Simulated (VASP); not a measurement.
# TiAl (P-6m2) in VASP: a series of runs

The runs below take TiAl through single point, relaxation of cell and atoms, with PBEsol.

All numbers are computed with VASP 6.6.1; they aren't measurements. Logs are shortened: lines on timing, memory, paths and dates and some standing lists are left out, and cuts for length are marked.

## (1) The cell of the first run

Symmetry: P-6m2, No. 187, hexagonal system. Conventional cell: a = 2.804 Å, b = 2.804 Å, c = 4.568 Å, α = 90.00°, β = 90.00°, γ = 120.00°. Ti (site symmetry -6m2) has 6 Al at 2.80 Å and 6 Ti at 2.80 Å within 3.7 Å. Al (site symmetry -6m2) has 6 Ti at 2.80 Å and 6 Al at 2.80 Å within 3.7 Å.

## (2) Single point, PBEsol

The input, INCAR:

```
SYSTEM = TiAl
  PREC = Accurate
  ENCUT = 520
  EDIFF = 1E-7
  ISMEAR = -1
  SIGMA = 0.05
  LREAL = .False.
  LASPH = .True.
  NELM = 60
  ALGO = Normal
  ISIF = 2
  LWAVE = .False.
  LCHARG = .False.
  GGA = PS
  NBANDS = 14
```

The input, KPOINTS:

```
regular mesh
0
Gamma
  11 11 6
  0 0 0
```

The input, POSCAR:

```
TiAl
1.0
    2.8042119480      0.0000000000      0.0000000000
   -1.4021059740      2.4285187846      0.0000000000
    0.0000000000      0.0000000000      4.5681394035
Ti Al
1 1
Direct
    0.0000000000      0.0000000000      0.0000000000
    0.3333333333      0.6666666667      0.5000000000
```

Potentials or basis: VASP PAW PBE potentials, release 64 (Ti_sv, Al).

On the command line:

```sh
$ cat potpaw_PBE.64/Ti_sv/POTCAR potpaw_PBE.64/Al/POTCAR > POTCAR
$ mpirun -np 1 vasp_std > vasp.out
```

OUTCAR:

```text
SYSTEM = TiAl
   PREC = Accurate
   ENCUT = 520
   EDIFF = 1E-7
   ISMEAR = -1
   LREAL = .False.
   LASPH = .True.
   NELM = 60
   ISIF = 2
   GGA = PS

 ion  position               nearest neighbor table
   1  0.000  0.000  0.000-   2 2.80   2 2.80   2 2.80   2 2.80   2 2.80   2 2.80
   2  0.333  0.667  0.500-   1 2.80   1 2.80   1 2.80   1 2.80   1 2.80   1 2.80

  LATTYP: Found a hexagonal cell.
 ALAT       =     2.8042119480
 C/A-ratio  =     1.6290278653

  Lattice vectors:

 A1 = (   2.8042119480,   0.0000000000,   0.0000000000)
 A2 = (  -1.4021059740,   2.4285187846,   0.0000000000)
 A3 = (   0.0000000000,   0.0000000000,   4.5681394035)

Analysis of symmetry for initial positions (statically):
=====================================================================
 Subroutine PRICEL returns:
 Original cell was already a primitive cell.

 Routine SETGRP: Setting up the symmetry group for a
 hexagonal supercell.

 Subroutine GETGRP returns: Found 12 space group operations
 (whereof 12 operations were pure point group operations)
 out of a pool of 24 trial point group operations.

The static configuration has the point symmetry D_3h.

Analysis of symmetry for dynamics (positions and initial velocities):
=====================================================================
 Subroutine PRICEL returns:
 Original cell was already a primitive cell.

 Routine SETGRP: Setting up the symmetry group for a
 hexagonal supercell.

 Subroutine GETGRP returns: Found 12 space group operations
 (whereof 12 operations were pure point group operations)
 out of a pool of 24 trial point group operations.

The dynamic configuration has the point symmetry D_3h.

 Subroutine INISYM returns: Found 12 space group operations
 (whereof 12 operations are pure point group operations),
 and found     1 'primitive' translations

----------------------------------------------------------------------------------------

                                     Primitive cell

  volume of cell :      31.1094

  direct lattice vectors                    reciprocal lattice vectors
     2.804211948  0.000000000  0.000000000     0.356606426  0.205886816  0.000000000
    -1.402105974  2.428518785  0.000000000     0.000000000  0.411773632  0.000000000
     0.000000000  0.000000000  4.568139404     0.000000000  0.000000000  0.218907505

  length of vectors
     2.804211948  2.804211948  4.568139404     0.411773632  0.411773632  0.218907505

  position of ions in fractional coordinates (direct lattice)
     0.000000000  0.000000000  0.000000000
     0.333333333  0.666666667  0.500000000
[... 89 lines left out ...]
   NUPDOWN=      -1.0000    fix difference up-down
   EMIN   =  10.00;   EMAX   =-10.00  energy-range for DOS
   EFERMI =   0.00;   METHOD = LEGACY
   ISMEAR =    -1;   SIGMA  =   0.05  broadening in eV -4-tet -1-fermi 0-gaus
   EFERMI_NEDOS =   21; number of points for ismear=-14 and -15
   IALGO  =     38    algorithm
   IMIX   =      4    mixing-type and parameters
     AMIX     =   0.40;   BMIX     =  1.00
     AMIX_MAG =   1.60;   BMIX_MAG =  1.00
  volume/ion in A,a.u.               =      15.55       104.97
  Fermi-wavevector in a.u.,A,eV,Ry     =   1.283733  2.425904 22.421998  1.647970
  Thomas-Fermi vector in A             =   2.415968
   LORBIT       =      0    0 simple, 1 ext, 2 COOP (PROOUT), +10 PAW based schemes
   GGA     = PS    functional components
   LHFCALC =     F    Hartree Fock is set to
   AEXX    =    0.0000 exact exchange contribution
   IVDW    =     0    specifies the selected vdW correction
   LEPSILON=     F    determine dielectric tensor
   LRPA    =     F    only Hartree local field effects (RPA)
 non-spin polarized calculation
  energy-cutoff  :      520.00
  volume of cell :       31.11
 maximum number of plane-waves:       850
 NGX is ok and might be reduce to    24
   NGX = 11   NGY = 11   NGZ = 17

 number of electron      15.0000002 magnetization

 Free energy of the ion-electron system (eV)
  ---------------------------------------------------
  ext. energy  EPLUGINS =         0.00000000
  ---------------------------------------------------
  free energy    TOTEN  =       -12.91931408 eV

  energy without entropy =      -12.89738595  energy(sigma->0) =      -12.90835001

 E-fermi :   8.4665     XC(G=0): -11.3268

 val. band max:        8.4477440169   @ k =   0.3636   0.0909   0.5000
 cond. band min:       8.4699920993   @ k =   0.1818  -0.0000   0.5000
 fundamental gap:      0.0222480823
 Fermi energy:         8.4664704382

 k-point     1 :       0.0000    0.0000    0.0000
  band No.  band energies     occupation
      1     -47.6579      2.00000
      2     -24.0930      2.00000
      3     -23.5921      2.00000
      4     -23.5921      2.00000
      5      -0.7610      2.00000
      6       6.1024      2.00000
      7       6.6463      2.00000
      8       9.8380      0.00000
      9       9.8380      0.00000
     10      11.4716      0.00000
     11      11.4716      0.00000
     12      12.7463      0.00000
     13      21.8586      0.00000
     14      21.8586      0.00000
[... 377 lines left out ...]
      1     -47.5987      2.00000
      2     -24.0370      2.00000
      3     -23.9262      2.00000
      4     -23.6832      2.00000
      5       0.8622      2.00000
      6       6.0388      2.00000
      7       7.8937      1.99998
      8       8.7726      0.00438
      9      10.8876      0.00000
     10      11.0502      0.00000
     11      11.1632      0.00000
     12      14.0307      0.00000
     13      15.5166      0.00000
     14      17.0904      0.00000

 [... further k-points ...]

------------------------ aborting loop because EDIFF is reached ----------------------------------------

  FORCE on cell =-STRESS in cart. coord.  units (eV):
  Direction    XX          YY          ZZ          XY          YZ          ZX
  --------------------------------------------------------------------------------------
  -------------------------------------------------------------------------------------
  Total        0.9636958      0.9636958      0.9858646      0.0000000     -0.0000000     -0.0000000
  in kB       49.6316685     49.6316685     50.7733950      0.0000000     -0.0000000     -0.0000000
  external PRESSURE =      50.0122440 kB  Pullay stress =       0.0000000 kB

 VOLUME and BASIS-vectors are now :
 -----------------------------------------------------------------------------
  energy-cutoff  :      520.00
  volume of cell :       31.11
      direct lattice vectors                 reciprocal lattice vectors
     2.804211948  0.000000000  0.000000000     0.356606426  0.205886816  0.000000000
    -1.402105974  2.428518785  0.000000000     0.000000000  0.411773632  0.000000000
     0.000000000  0.000000000  4.568139404     0.000000000  0.000000000  0.218907505

 POSITION                                       TOTAL-FORCE (eV/Angst)
 -----------------------------------------------------------------------------------
      0.00000      0.00000      0.00000        -0.000000     -0.000000      0.000000
     -0.00000      1.61901      2.28407         0.000000      0.000000      0.000000
 -----------------------------------------------------------------------------------
    total drift:                                0.000000     -0.000000      0.000000

  FREE ENERGIE OF THE ION-ELECTRON SYSTEM (eV)
  ---------------------------------------------------
  free  energy   TOTEN  =       -12.9193140775 eV

  energy  without entropy=      -12.8973859472  energy(sigma->0) =      -12.90835001
```

stdout:

```text
POSCAR found type information on POSCAR TiAl
 POSCAR found :  2 types and       2 ions
 scaLAPACK will be used
 -----------------------------------------------------------------------------
|                                                                             |
|                                                                             |
|     You enforced a specific xc type in the INCAR file but a different       |
|     I HOPE YOU KNOW WHAT YOU ARE DOING!                                     |
|                                                                             |
 -----------------------------------------------------------------------------

 LDA part: xc-table for (Slater+PW92), standard interpolation
 POSCAR, INCAR and KPOINTS ok, starting setup
 FFT: planning ... GRIDC
 FFT: planning ... GRID_SOFT
 FFT: planning ... GRID
 WAVECAR not read
 entering main loop
```

Wall time 16 s (1 thread of Intel Xeon Platinum 8488C (Sapphire Rapids), shared host); peak memory 0.17 GiB.

Results:

* Free energy: -12.9193 eV
* Pressure: 5.0 GPa

Stress tensor (GPa, compression positive):
```
4.96 0.00 0.00
0.00 4.96 0.00
0.00 0.00 5.08
```

Caveat: the PAW data sets were made with another functional, which shifts forces and pressure a little.

## (3) Single point, PBEsol

This run uses another cell than the first one, of 16.23 Å³/atom, 1.043 times its volume.

The input, INCAR:

```
SYSTEM = TiAl
PREC     = Accurate       ! precision mode
ENCUT    = 520            ! plane-wave cutoff, eV
EDIFF    = 1E-6           ! SCF threshold, eV
ISMEAR   = -1             ! smearing method
SIGMA    = 0.05           ! smearing width, eV
LREAL    = .FALSE.        ! projectors in reciprocal space
LASPH    = .TRUE.         ! aspherical terms in the spheres
NELM     = 60             ! most SCF steps
ALGO     = Normal         ! electronic algorithm
ISIF     = 2              ! what is computed and relaxed
LWAVE    = .FALSE.        ! write WAVECAR
LCHARG   = .FALSE.        ! write CHGCAR
GGA      = PS             ! functional
NBANDS   = 14             ! bands
```

The input, KPOINTS:

```
regular mesh
0
G
  11 11 6
  0 0 0
```

The input, POSCAR:

```
TiAl
1.0
    2.8504834529      0.0000000000      0.0000000000
   -1.4252417264      2.4685910833      0.0000000000
    0.0000000000      0.0000000000      4.6123586991
Ti Al
1 1
Direct
    0.0000000000      0.0000000000      0.0000000000
    0.3333333333      0.6666666667      0.5000000000
```

Potentials or basis: VASP PAW PBE potentials, release 64 (Ti_sv, Al).

On the command line:

```sh
$ cat potpaw_PBE.64/Ti_sv/POTCAR potpaw_PBE.64/Al/POTCAR > POTCAR
$ mpirun -np 1 vasp_std > vasp.out
```

OUTCAR:

```text
SYSTEM = TiAl
   PREC = Accurate
   ENCUT = 520
   EDIFF = 1E-6
   ISMEAR = -1
   LREAL = .FALSE.
   LASPH = .TRUE.
   NELM = 60
   ISIF = 2
   GGA = PS

 ion  position               nearest neighbor table
   1  0.000  0.000  0.000-   2 2.83   2 2.83   2 2.83   2 2.83   2 2.83   2 2.83
   2  0.333  0.667  0.500-   1 2.83   1 2.83   1 2.83   1 2.83   1 2.83   1 2.83

  LATTYP: Found a hexagonal cell.
 ALAT       =     2.8504834529
 C/A-ratio  =     1.6180969914

  Lattice vectors:

 A1 = (   2.8504834529,   0.0000000000,   0.0000000000)
 A2 = (  -1.4252417264,   2.4685910833,   0.0000000000)
 A3 = (   0.0000000000,   0.0000000000,   4.6123586991)

Analysis of symmetry for initial positions (statically):
=====================================================================
 Subroutine PRICEL returns:
 Original cell was already a primitive cell.

 Routine SETGRP: Setting up the symmetry group for a
 hexagonal supercell.

 Subroutine GETGRP returns: Found 12 space group operations
 (whereof 12 operations were pure point group operations)
[... 167 lines left out ...]
 cond. band min:       8.0112988804   @ k =   0.3636   0.2727   0.3333
 fundamental gap:      0.0100203964
 Fermi energy:         8.0069743606

 k-point     1 :       0.0000    0.0000    0.0000
  band No.  band energies     occupation
      1     -48.2137      2.00000
      2     -24.6403      2.00000
      3     -24.1974      2.00000
      4     -24.1974      2.00000
      5      -0.9892      2.00000
      6       5.7239      2.00000
      7       6.2661      2.00000
      8       9.3246      0.00000
      9       9.3246      0.00000
     10      10.8459      0.00000
     11      10.8459      0.00000
     12      12.1537      0.00000
     13      21.0343      0.00000
     14      21.0343      0.00000
[... 377 lines left out ...]
      1     -48.1649      2.00000
      2     -24.5933      2.00000
      3     -24.4829      2.00000
      4     -24.2757      2.00000
      5       0.5840      2.00000
      6       5.6492      2.00000
      7       7.4776      1.99995
      8       8.3138      0.00432
      9      10.3076      0.00000
     10      10.4590      0.00000
     11      10.5989      0.00000
     12      13.3985      0.00000
     13      14.8114      0.00000
     14      16.2782      0.00000

 [... further k-points ...]
[... 5 lines left out ...]
  --------------------------------------------------------------------------------------
  -------------------------------------------------------------------------------------
  Total       -0.0003047     -0.0003047      0.0157814     -0.0000000      0.0000000     -0.0000000
  in kB       -0.0150440     -0.0150440      0.7790520     -0.0000000      0.0000000     -0.0000000
  external PRESSURE =       0.2496547 kB  Pullay stress =       0.0000000 kB

 VOLUME and BASIS-vectors are now :
 -----------------------------------------------------------------------------
  energy-cutoff  :      520.00
  volume of cell :       32.46
      direct lattice vectors                 reciprocal lattice vectors
     2.850483453  0.000000000  0.000000000     0.350817683  0.202544684  0.000000000
    -1.425241726  2.468591083  0.000000000     0.000000000  0.405089367  0.000000000
     0.000000000  0.000000000  4.612358699     0.000000000  0.000000000  0.216808810

 POSITION                                       TOTAL-FORCE (eV/Angst)
 -----------------------------------------------------------------------------------
      0.00000      0.00000      0.00000         0.000000      0.000000      0.000000
     -0.00000      1.64573      2.30618        -0.000000     -0.000000      0.000000
 -----------------------------------------------------------------------------------
    total drift:                                0.000000     -0.000000      0.000000

  FREE ENERGIE OF THE ION-ELECTRON SYSTEM (eV)
  ---------------------------------------------------
  free  energy   TOTEN  =       -12.9399394772 eV

  energy  without entropy=      -12.9163450689  energy(sigma->0) =      -12.92814227
```

stdout:

```text
POSCAR found type information on POSCAR TiAl
 POSCAR found :  2 types and       2 ions
 scaLAPACK will be used
 -----------------------------------------------------------------------------
|                                                                             |
|                                                                             |
|     You enforced a specific xc type in the INCAR file but a different       |
|     I HOPE YOU KNOW WHAT YOU ARE DOING!                                     |
|                                                                             |
 -----------------------------------------------------------------------------

 LDA part: xc-table for (Slater+PW92), standard interpolation
 POSCAR, INCAR and KPOINTS ok, starting setup
 FFT: planning ... GRIDC
 FFT: planning ... GRID_SOFT
 FFT: planning ... GRID
 WAVECAR not read
 entering main loop
```

It took 15 s on 1 thread of Intel Xeon Platinum 8488C (Sapphire Rapids), shared host; peak memory 0.17 GiB.

What came out:

| Property | Result |
| --- | --- |
| Free energy | -12.9399 eV |
| Pressure | 0.0 GPa |

Levels at points of the mesh, in eV from the Fermi level:
| k point | band 4 | band 5 | band 6 | band 7 | band 8 | band 9 | band 10 | band 11 |
| --- | --- | --- | --- | --- | --- | --- | --- | --- |
| (0.00, 0.00, 0.00) | -32.20 | -9.00 | -2.28 | -1.74 | 1.32 | 1.32 | 2.84 | 2.84 |
| (0.00, 0.00, 0.50) | -32.20 | -8.05 | -5.30 | -0.39 | 1.33 | 1.33 | 2.76 | 2.76 |

Caveat: the PAW data sets were made with another functional, which shifts forces and pressure a little.

## (4) Relaxation of cell and atoms, PBEsol

This run uses another cell than the first one, of 16.65 Å³/atom, 1.071 times its volume.

The input, INCAR:

```
SYSTEM = TiAl
PREC     = Accurate       ! precision mode
ENCUT    = 600            ! plane-wave cutoff, eV
EDIFF    = 1E-6           ! SCF threshold, eV
ISMEAR   = -1             ! smearing method
SIGMA    = 0.05           ! smearing width, eV
LREAL    = .FALSE.        ! projectors in reciprocal space
LASPH    = .TRUE.         ! aspherical terms in the spheres
NELM     = 100            ! most SCF steps
ALGO     = Normal         ! electronic algorithm
ISIF     = 3              ! what is computed and relaxed
LWAVE    = .FALSE.        ! write WAVECAR
LCHARG   = .FALSE.        ! write CHGCAR
GGA      = PS             ! functional
IBRION   = 2              ! ionic algorithm
NSW      = 80             ! ionic steps
EDIFFG   = -0.005         ! ionic threshold
```

KPOINTS is that of step 3.

The input, POSCAR:

```
TiAl
1.0
    2.8672622327      0.0000000000      0.0000000000
   -1.4336311163      2.4831219328      0.0000000000
    0.0000000000      0.0000000000      4.6780830000
Ti Al
1 1
Direct
    0.0000000000      0.0000000000      0.0000000000
    0.3333333333      0.6666666667      0.5000000000
```

On the command line:

```sh
$ cat potpaw_PBE.64/Ti_sv/POTCAR potpaw_PBE.64/Al/POTCAR > POTCAR
$ mpirun -np 1 vasp_std > vasp.out
```

Run time: 79 s. Hardware: 1 thread of Intel Xeon Platinum 8488C (Sapphire Rapids), shared host; peak memory 0.18 GiB.

It converged, with:

```
Free energy                            : -12.9402 eV
Relaxed volume                         : 16.23 Å³/atom
Relaxed cell                           : a = 2.850 Å, b = 2.850 Å, c = 4.615 Å, α = 90.00°, β = 90.00°, γ = 120.00°
Space group after relaxing (to 0.05 Å) : P-6m2 (No. 187)
Energy gained by relaxing              : 4.3 meV/atom
Ionic steps                            : 11
Pressure after relaxing                : 0.0 GPa
```

Step by step:
```
step  energy change (eV)  largest force (eV/Å)  pressure (GPa)  volume (Å³)
   1              0.0000                0.0000           -2.83        33.31
   2             -0.0053                0.0000            1.96        31.91
   3             -0.0085                0.0000            0.06        32.43
   4             -0.0085                0.0000            0.05        32.44
   5             -0.0085                0.0000           -0.04        32.46
   6             -0.0086                0.0000           -0.03        32.48
   7             -0.0086                0.0000           -0.10        32.49
   8             -0.0086                0.0000           -0.13        32.49
   9             -0.0086                0.0000           -0.12        32.48
  10             -0.0086                0.0000            0.10        32.42
  11             -0.0086                0.0000            0.03        32.45
```

Final structure:
```yaml
crystal:
  lattice:
    - [2.84964, 0.00000, 0.00000]
    - [-1.42482, 2.46786, 0.00000]
    - [0.00000, 0.00000, 4.61469]
  atoms:
    - { symbol: Ti, position: [0.00000, 0.00000, 0.00000] }
    - { symbol: Al, position: [0.33333, 0.66667, 0.50000] }
```

Levels at points of the mesh, in eV from the Fermi level:
```csv
k point,band 3,band 4,band 5,band 6,band 7,band 8,band 9,band 10,band 11
"(0.00, 0.00, 0.00)",-32.20,-32.20,-9.00,-2.29,-1.75,1.32,1.32,2.84,2.84
"(0.00, 0.00, 0.50)",-32.20,-32.20,-8.05,-5.30,-0.39,1.33,1.33,2.76,2.76
```

Caveat: the PAW data sets were made with another functional, which shifts forces and pressure a little.

## (5) Overview

| task | cell | cutoff (eV) | gap on the mesh (eV) | pressure (GPa) |
| --- | --- | --- | --- | --- |
| single point | a = 2.804, b = 2.804, c = 4.568 Å, angles 90.0, 90.0, 120.0°, 2 atoms | 520 | none | 5.0 |
| single point | a = 2.850, b = 2.850, c = 4.612 Å, angles 90.0, 90.0, 120.0°, 2 atoms | 520 | none | 0.0 |
| relaxation of cell and atoms | relaxed from a = 2.867, b = 2.867, c = 4.678 Å, angles 90.0, 90.0, 120.0°, 2 atoms | 600 | none | 0.0 |

Alike in all rows: level PBEsol; potentials or basis VASP PAW PBE potentials, release 64 (Ti_sv, Al); no spin polarisation; k mesh 11 × 11 × 6; smearing fermi-dirac 0.05 eV.

Caveats: the PAW data sets were made with another functional, which shifts forces and pressure a little.

Total energies depend on the potentials used, so only differences within one code and one set of settings carry meaning.
